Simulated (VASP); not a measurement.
# AlN (P6_3mc) in VASP: settings compared, part 2 of 2

VASP 6.6.1.

## Step 3: Vibrations by perturbation theory, PBE

Contents of INCAR:

```
SYSTEM = AlN
PREC     = Accurate       ! precision mode
ENCUT    = 520            ! plane-wave cutoff, eV
EDIFF    = 1E-8           ! SCF threshold, eV
ISMEAR   = 0              ! smearing method
SIGMA    = 0.01           ! smearing width, eV
LREAL    = .False.        ! projectors in reciprocal space
LASPH    = .True.         ! aspherical terms in the spheres
NELM     = 80             ! most SCF steps
ALGO     = Normal         ! electronic algorithm
ISIF     = 2              ! what is computed and relaxed
LWAVE    = .False.        ! write WAVECAR
LCHARG   = .True.         ! write CHGCAR
GGA      = PE             ! functional
NBANDS   = 16             ! bands
IBRION   = 8              ! ionic algorithm
NSW      = 1              ! ionic steps
LEPSILON = .True.         ! dielectric tensor by DFPT
```

Contents of KPOINTS:

```
regular mesh
0
Gamma
  7 7 5
  0 0 0
```

Contents of POSCAR:

```
AlN
1.0
    3.1130000000      0.0000000000      0.0000000000
   -1.5565000000      2.6959370820      0.0000000000
    0.0000000000      0.0000000000      4.9810000000
Al N
2 2
Direct
    0.6666666667      0.3333333333      0.5000000000
    0.3333333333      0.6666666667      0.0000000000
    0.6666666667      0.3333333333      0.8800000000
    0.3333333333      0.6666666667      0.3800000000
```

Potentials or basis: VASP PAW PBE potentials, release 64 (Al, N).

The run is started by

```console
> cat potpaw_PBE.64/Al/POTCAR potpaw_PBE.64/N/POTCAR > POTCAR
> mpirun -np 1 vasp_std > vasp.out
```

OUTCAR:

```text
SYSTEM = AlN
   PREC = Accurate
   ENCUT = 520
   EDIFF = 1E-8
   ISMEAR = 0
   LREAL = .False.
   LASPH = .True.
   NELM = 80
   ISIF = 2
   GGA = PE
   IBRION = 8
   NSW = 1
   LEPSILON = .True.

 ion  position               nearest neighbor table
   1  0.667  0.333  0.500-   3 1.89   4 1.89   4 1.89   4 1.89   2 3.07   2 3.07   2 3.07   2 3.07
                             2 3.07   2 3.07
   2  0.333  0.667  0.000-   4 1.89   3 1.89   3 1.89   3 1.89   1 3.07   1 3.07   1 3.07   1 3.07
                             1 3.07   1 3.07
   3  0.667  0.333  0.880-   1 1.89   2 1.89   2 1.89   2 1.89
   4  0.333  0.667  0.380-   2 1.89   1 1.89   1 1.89   1 1.89

  LATTYP: Found a hexagonal cell.
 ALAT       =     3.1130000000
 C/A-ratio  =     1.6000642467

  Lattice vectors:

 A1 = (   3.1130000000,   0.0000000000,   0.0000000000)
 A2 = (  -1.5565000000,   2.6959370820,   0.0000000000)
 A3 = (   0.0000000000,   0.0000000000,   4.9810000000)

Analysis of symmetry for initial positions (statically):
=====================================================================
 Subroutine PRICEL returns:
 Original cell was already a primitive cell.

 Routine SETGRP: Setting up the symmetry group for a
 hexagonal supercell.

 Subroutine GETGRP returns: Found 12 space group operations
 (whereof  6 operations were pure point group operations)
 out of a pool of 24 trial point group operations.

The static configuration has the point symmetry C_3v.
 The point group associated with its full space group is C_6v.

Analysis of symmetry for dynamics (positions and initial velocities):
=====================================================================
 Subroutine PRICEL returns:
 Original cell was already a primitive cell.

 Routine SETGRP: Setting up the symmetry group for a
 hexagonal supercell.

 Subroutine GETGRP returns: Found 12 space group operations
 (whereof  6 operations were pure point group operations)
 out of a pool of 24 trial point group operations.

The dynamic configuration has the point symmetry C_3v.
 The point group associated with its full space group is C_6v.

 Subroutine INISYM returns: Found 12 space group operations
 (whereof  6 operations are pure point group operations),
 and found     1 'primitive' translations

----------------------------------------------------------------------------------------
[... 696 lines left out ...]
 ------------------------------------------------------
           4.461701     0.000000     0.000000
          -0.000000     4.461701     0.000000
           0.000000    -0.000000     4.642737
 ------------------------------------------------------

 PIEZOELECTRIC TENSOR (including local field effects)  for field in x, y, z        (e  Angst)
          XX          YY          ZZ          XY          YZ          ZX
  --------------------------------------------------------------------------------
  x     0.00000     0.00000     0.00000     0.00000     0.00000     0.89150
  y     0.00000    -0.00000     0.00000    -0.00000     0.89150     0.00000
  z     0.68742     0.68742    -1.03887     0.00000     0.00000     0.00000

 PIEZOELECTRIC TENSOR (including local field effects)  for field in x, y, z        (C/m^2)
          XX          YY          ZZ          XY          YZ          ZX
  --------------------------------------------------------------------------------
  x     0.00000     0.00000     0.00000     0.00000     0.00000     0.34168
  y     0.00000    -0.00000     0.00000    -0.00000     0.34168     0.00000
  z     0.26347     0.26347    -0.39817     0.00000     0.00000     0.00000

 BORN EFFECTIVE CHARGES (including local field effects) (in |e|, cummulative output)
 ---------------------------------------------------------------------------------
 ion    1
    1     2.51655     0.00000     0.00000
    2    -0.00000     2.51655     0.00000
    3     0.00000     0.00000     2.66939
 ion    2
    1     2.51655     0.00000     0.00000
    2     0.00000     2.51655     0.00000
    3     0.00000    -0.00000     2.66939
 ion    3
    1    -2.51655     0.00000     0.00000
    2     0.00000    -2.51655     0.00000
    3     0.00000     0.00000    -2.66939
 ion    4
    1    -2.51655     0.00000     0.00000
    2     0.00000    -2.51655     0.00000
    3     0.00000    -0.00000    -2.66939

 INTERNAL STRAIN TENSOR FOR ION    4 for displacements in x,y,z  (eV/Angst):
          X           Y           Z          XY          YZ          ZX
  --------------------------------------------------------------------------------
  x    -0.00000     0.00000     0.00000   -10.36487     0.00000     5.31151
  y   -10.36487    10.36487    -0.00000    -0.00000     5.45432     0.00000
  z     5.51283     5.51283   -13.16896     0.00000     0.00000     0.00000

 SECOND DERIVATIVES (NOT SYMMETRIZED)
 ------------------------------------
               1X          1Y          1Z          2X          2Y          2Z          3X          3Y          3Z          4X          4Y          4Z
  1X   -15.400402    0.000000    0.000000    0.677268    0.000000    0.000000    1.415010   -0.000000    0.000000   13.308124    0.000000   -0.000000
  1Y     0.000000  -15.400402    0.000000    0.000000    0.677268    0.000000    0.000000    1.415010    0.000000    0.000000   13.308124    0.000000
  1Z     0.000000    0.000000  -21.824193    0.000000    0.000000    8.484602    0.000000    0.000000    7.114283    0.000000    0.000000    6.225308
  2X     0.677268    0.000000    0.000000  -15.400402    0.000000    0.000000   13.308124    0.000000    0.000000    1.415010    0.000000    0.000000
  2Y     0.000000    0.677268    0.000000   -0.000000  -15.400402    0.000000    0.000000   13.308124    0.000000    0.000000    1.415010   -0.000000
  2Z     0.000000    0.000000    8.484602    0.000000   -0.000000  -21.824193    0.000000    0.000000    6.225308    0.000000    0.000000    7.114283
  3X     1.414468    0.000000    0.000000   13.307534    0.000000    0.000000  -15.456415   -0.000000    0.000000    0.734412    0.000000    0.000000
  3Y    -0.000000    1.414468    0.000000    0.000000   13.307534    0.000000    0.000000  -15.456415    0.000000   -0.000000    0.734412    0.000000
  3Z     0.000000   -0.000000    7.098877    0.000000   -0.000000    6.238405    0.000000   -0.000000  -20.388108    0.000000    0.000000    7.050826
  4X    13.307534   -0.000000    0.000000    1.414468    0.000000    0.000000    0.734412    0.000000    0.000000  -15.456415    0.000000    0.000000
  4Y     0.000000   13.307534    0.000000   -0.000000    1.414468    0.000000    0.000000    0.734412    0.000000    0.000000  -15.456415    0.000000
  4Z     0.000000    0.000000    6.238405    0.000000    0.000000    7.098877    0.000000    0.000000    7.050826   -0.000000    0.000000  -20.388108

 Eigenvectors and eigenvalues of the dynamical matrix
 ----------------------------------------------------

   1 f  =   21.898894 THz   137.594810 2PiTHz  730.468480 cm-1    90.566508 meV
             X         Y         Z           dx          dy          dz
      1.556500  0.898646  2.490500     0.000000    0.000000    0.037882
     -0.000000  1.797291  0.000000     0.000000    0.000000   -0.037882
      1.556500  0.898646  4.383280    -0.000000   -0.000000   -0.706091
     -0.000000  1.797291  1.892780    -0.000000   -0.000000    0.706091
[... 71 lines left out ...]
  12 f/i=    0.000772 THz     0.004850 2PiTHz    0.025750 cm-1     0.003193 meV
             X         Y         Z           dx          dy          dz
      1.556500  0.898646  2.490500     0.000000   -0.000000    0.573726
     -0.000000  1.797291  0.000000     0.000000   -0.000000    0.573726
      1.556500  0.898646  4.383280     0.000000   -0.000000    0.413326
     -0.000000  1.797291  1.892780     0.000000   -0.000000    0.413326

--------------------------------------------------------------------------------------------------------

 MACROSCOPIC STATIC DIELECTRIC TENSOR IONIC CONTRIBUTION
 ------------------------------------------------------
           3.724068    -0.000000     0.000000
          -0.000000     3.724068    -0.000000
           0.000000    -0.000000     4.624964
 ------------------------------------------------------

 ELASTIC MODULI CONTR FROM IONIC RELAXATION (kBar)
 Direction    XX          YY          ZZ          XY          YZ          ZX
 --------------------------------------------------------------------------------
 XX        -688.7890    338.5376    418.2620     -0.0000     -0.0000     -0.0000
 YY         338.5376   -688.7890    418.2620      0.0000      0.0000      0.0000
 ZZ         418.2620    418.2620   -998.9571     -0.0000     -0.0000      0.0000
 XY          -0.0000      0.0000     -0.0000   -513.6633      0.0000      0.0000
 YZ          -0.0000     -0.0000     -0.0000      0.0000   -140.9258      0.0000
 ZX          -0.0000      0.0000      0.0000      0.0000      0.0000   -145.1800
 --------------------------------------------------------------------------------

 PIEZOELECTRIC TENSOR IONIC CONTR  for field in x, y, z        (C/m^2)
          XX          YY          ZZ          XY          YZ          ZX
  --------------------------------------------------------------------------------
  x    -0.00000     0.00000     0.00000     0.00000     0.00000    -0.69189
  y    -0.00000     0.00000    -0.00000     0.00000    -0.68167     0.00000
  z    -0.84684    -0.84684     2.02255     0.00000     0.00000    -0.00000
```

It took 10 min on 1 thread of Intel Xeon 8259CL, shared host; peak memory 0.33 GiB.

What came out:

| Property | Result |
| --- | --- |
| Electronic dielectric tensor (diagonal) | 4.46, 4.46, 4.64 |
| Born charges (mean of the diagonal) | Al +2.57; N -2.57 e |
| Highest phonon frequency at Γ, LO-TO splitting left out | 730 cm⁻¹ |

Phonon frequencies in cm⁻¹ (negative: imaginary):
```tsv
q point	frequencies
(0.000, 0.000, 0.000)	0 0 0 235 235 552 627 649 649 659 659 730
```

Electronic dielectric tensor:
```
4.46 0.00 0.00
0.00 4.46 0.00
0.00 0.00 4.64
```

Born effective charge tensors (e):
atom 1, Al
```
2.52 0.00 0.00
0.00 2.52 0.00
0.00 0.00 2.67
```
atom 2, Al
```
2.52 0.00 0.00
0.00 2.52 0.00
0.00 0.00 2.67
```
atom 3, N
```
-2.52  0.00  0.00
 0.00 -2.52  0.00
 0.00  0.00 -2.67
```
atom 4, N
```
-2.52  0.00  0.00
 0.00 -2.52  0.00
 0.00  0.00 -2.67
```

Caveat: the cell stands under pressure or tension, which shifts response properties.

## Step 4: Dielectric tensor, LDA

Contents of INCAR:

```
  ALGO = Normal
  EDIFF = 1E-8
  ENCUT = 520
  ISIF = 2
  ISMEAR = 0
  LASPH = T
  LCHARG = F
  LEPSILON = T
  LREAL = F
  LWAVE = F
  NELM = 60
  PREC = Accurate
  SIGMA = 0.01
```

Contents of KPOINTS:

```
k-points
0
Gamma
  10 10 6
```

POSCAR is that of step 3.

Potentials or basis: VASP PAW LDA potentials, release 64 (Al, N).

The run is started by

```console
> cat potpaw_LDA.64/Al/POTCAR potpaw_LDA.64/N/POTCAR > POTCAR
> mpirun -np 1 vasp_std > vasp.out
```

OUTCAR:

```text
EDIFF = 1E-8
   ENCUT = 520
   ISIF = 2
   ISMEAR = 0
   LASPH = T
   LEPSILON = T
   LREAL = F
   NELM = 60
   PREC = Accurate

 ion  position               nearest neighbor table
   1  0.667  0.333  0.500-   3 1.89   4 1.89   4 1.89   4 1.89   2 3.07   2 3.07   2 3.07   2 3.07
                             2 3.07   2 3.07
   2  0.333  0.667  0.000-   4 1.89   3 1.89   3 1.89   3 1.89   1 3.07   1 3.07   1 3.07   1 3.07
                             1 3.07   1 3.07
   3  0.667  0.333  0.880-   1 1.89   2 1.89   2 1.89   2 1.89
   4  0.333  0.667  0.380-   2 1.89   1 1.89   1 1.89   1 1.89

  LATTYP: Found a hexagonal cell.
 ALAT       =     3.1130000000
 C/A-ratio  =     1.6000642467

  Lattice vectors:

 A1 = (   3.1130000000,   0.0000000000,   0.0000000000)
 A2 = (  -1.5565000000,   2.6959370820,   0.0000000000)
 A3 = (   0.0000000000,   0.0000000000,   4.9810000000)

Analysis of symmetry for initial positions (statically):
=====================================================================
 Subroutine PRICEL returns:
 Original cell was already a primitive cell.

 Routine SETGRP: Setting up the symmetry group for a
 hexagonal supercell.

 Subroutine GETGRP returns: Found 12 space group operations
 (whereof  6 operations were pure point group operations)
 out of a pool of 24 trial point group operations.

The static configuration has the point symmetry C_3v.
 The point group associated with its full space group is C_6v.

Analysis of symmetry for dynamics (positions and initial velocities):
=====================================================================
 Subroutine PRICEL returns:
 Original cell was already a primitive cell.

 Routine SETGRP: Setting up the symmetry group for a
 hexagonal supercell.

 Subroutine GETGRP returns: Found 12 space group operations
 (whereof  6 operations were pure point group operations)
 out of a pool of 24 trial point group operations.

The dynamic configuration has the point symmetry C_3v.
 The point group associated with its full space group is C_6v.

 Subroutine INISYM returns: Found 12 space group operations
 (whereof  6 operations are pure point group operations),
 and found     1 'primitive' translations

----------------------------------------------------------------------------------------

                                     Primitive cell

  volume of cell :      41.8028

  direct lattice vectors                    reciprocal lattice vectors
     3.113000000  0.000000000  0.000000000     0.321233537  0.185464269  0.000000000
    -1.556500000  2.695937082  0.000000000     0.000000000  0.370928538  0.000000000
     0.000000000  0.000000000  4.981000000     0.000000000  0.000000000  0.200762899

  length of vectors
[... 496 lines left out ...]
 [... further k-points ...]

  FORCE on cell =-STRESS in cart. coord.  units (eV):
  Direction    XX          YY          ZZ          XY          YZ          ZX
  --------------------------------------------------------------------------------------
  -------------------------------------------------------------------------------------
  Total       -1.2157745     -1.2157745     -0.7693686      0.0000000      0.0000000      0.0000000
  in kB      -46.5970260    -46.5970260    -29.4876154      0.0000000      0.0000000      0.0000000
  external PRESSURE =     -40.8938891 kB  Pullay stress =       0.0000000 kB

 VOLUME and BASIS-vectors are now :
 -----------------------------------------------------------------------------
  energy-cutoff  :      520.00
  volume of cell :       41.80
      direct lattice vectors                 reciprocal lattice vectors
     3.113000000  0.000000000  0.000000000     0.321233537  0.185464269  0.000000000
    -1.556500000  2.695937082  0.000000000     0.000000000  0.370928538  0.000000000
     0.000000000  0.000000000  4.981000000     0.000000000  0.000000000  0.200762899

 POSITION                                       TOTAL-FORCE (eV/Angst)
 -----------------------------------------------------------------------------------
      1.55650      0.89865      2.49050        -0.000000      0.000000     -0.119297
     -0.00000      1.79729      0.00000        -0.000000     -0.000000     -0.119297
      1.55650      0.89865      4.38328         0.000000     -0.000000      0.119297
     -0.00000      1.79729      1.89278         0.000000      0.000000      0.119297
 -----------------------------------------------------------------------------------
    total drift:                               -0.000000      0.000000      0.000382

  FREE ENERGIE OF THE ION-ELECTRON SYSTEM (eV)
  ---------------------------------------------------
  free  energy   TOTEN  =       -32.8297417151 eV

  energy  without entropy=      -32.8297417151  energy(sigma->0) =      -32.82974172

 HEAD OF MICROSCOPIC STATIC DIELECTRIC TENSOR (INDEPENDENT PARTICLE, excluding Hartree and local field effects)
 ------------------------------------------------------
           4.670087     0.000000     0.000000
           0.000000     4.670087     0.000000
           0.000000     0.000000     4.849361
 ------------------------------------------------------

 Free energy of the ion-electron system (eV)
  ---------------------------------------------------
  ---------------------------------------------------
  free energy    TOTEN  =        -0.42665123 eV

  energy without entropy =       -0.42665123

------------------------ aborting loop because EDIFF is reached ----------------------------------------

--------------------------------------- Ionic step        2  -------------------------------------------

------------------------ aborting loop because EDIFF is reached ----------------------------------------

--------------------------------------- Ionic step        3  -------------------------------------------

 Free energy of the ion-electron system (eV)
  ---------------------------------------------------
  ---------------------------------------------------
  free energy    TOTEN  =        -0.44939669 eV

  energy without entropy =       -0.44939669

------------------------ aborting loop because EDIFF is reached ----------------------------------------

 PIEZOELECTRIC TENSOR FIELD DIRECTION 3  (e Angst)
 -----------------------------------------------------------------------------
     0.68701  0.00000 -0.00000           (  0.00957  0.00000  0.00000)
    -0.00000  0.68701 -0.00000           ( -0.00000  0.00957  0.00000)
    -0.00000  0.00000 -1.02963           (  0.00000  0.00000 -0.01405)

 PIEZOELECTRIC TENSOR FIELD DIRECTION 3  (C/m^2)
 -----------------------------------------------------------------------------
     0.26331  0.00000 -0.00000
    -0.00000  0.26331 -0.00000
    -0.00000  0.00000 -0.39463

 MACROSCOPIC STATIC DIELECTRIC TENSOR (including local field effects in DFT)
 ------------------------------------------------------
           4.446673     0.000000    -0.000000
           0.000000     4.446673    -0.000000
           0.000000     0.000000     4.642554
 ------------------------------------------------------

 PIEZOELECTRIC TENSOR (including local field effects)  for field in x, y, z        (e  Angst)
          XX          YY          ZZ          XY          YZ          ZX
  --------------------------------------------------------------------------------
  x     0.00000     0.00000    -0.00000    -0.00000     0.00000     0.89281
  y     0.00000     0.00000    -0.00000     0.00000     0.89281     0.00000
  z     0.68701     0.68701    -1.02963     0.00000     0.00000     0.00000

 PIEZOELECTRIC TENSOR (including local field effects)  for field in x, y, z        (C/m^2)
          XX          YY          ZZ          XY          YZ          ZX
  --------------------------------------------------------------------------------
  x     0.00000     0.00000    -0.00000    -0.00000     0.00000     0.34219
  y     0.00000     0.00000    -0.00000     0.00000     0.34219     0.00000
  z     0.26331     0.26331    -0.39463     0.00000     0.00000     0.00000

 BORN EFFECTIVE CHARGES (including local field effects) (in |e|, cummulative output)
 ---------------------------------------------------------------------------------
 ion    1
    1     2.51448     0.00000    -0.00000
    2     0.00000     2.51448     0.00000
    3     0.00000    -0.00000     2.66779
 ion    2
    1     2.51448     0.00000     0.00000
    2     0.00000     2.51448     0.00000
    3    -0.00000     0.00000     2.66779
 ion    3
    1    -2.51448     0.00000    -0.00000
    2     0.00000    -2.51448     0.00000
    3     0.00000     0.00000    -2.66779
 ion    4
    1    -2.51448     0.00000    -0.00000
    2    -0.00000    -2.51448     0.00000
    3    -0.00000     0.00000    -2.66779
```

Run time: 6.3 min. Hardware: 1 thread of Intel Xeon 8259CL, shared host; peak memory 0.31 GiB.

What came out:

```
Band gap on the k mesh                  : 4.25 eV
Electronic dielectric tensor (diagonal) : 4.45, 4.45, 4.64
Born charges (mean of the diagonal)     : Al +2.57; N -2.57 e
```

Electronic dielectric tensor:
```
4.45 0.00 0.00
0.00 4.45 0.00
0.00 0.00 4.64
```

Born effective charge tensors (e):
atom 1, Al
```
2.51 0.00 0.00
0.00 2.51 0.00
0.00 0.00 2.67
```
atom 2, Al
```
2.51 0.00 0.00
0.00 2.51 0.00
0.00 0.00 2.67
```
atom 3, N
```
-2.51  0.00  0.00
 0.00 -2.51  0.00
 0.00  0.00 -2.67
```
atom 4, N
```
-2.51  0.00  0.00
 0.00 -2.51  0.00
 0.00  0.00 -2.67
```
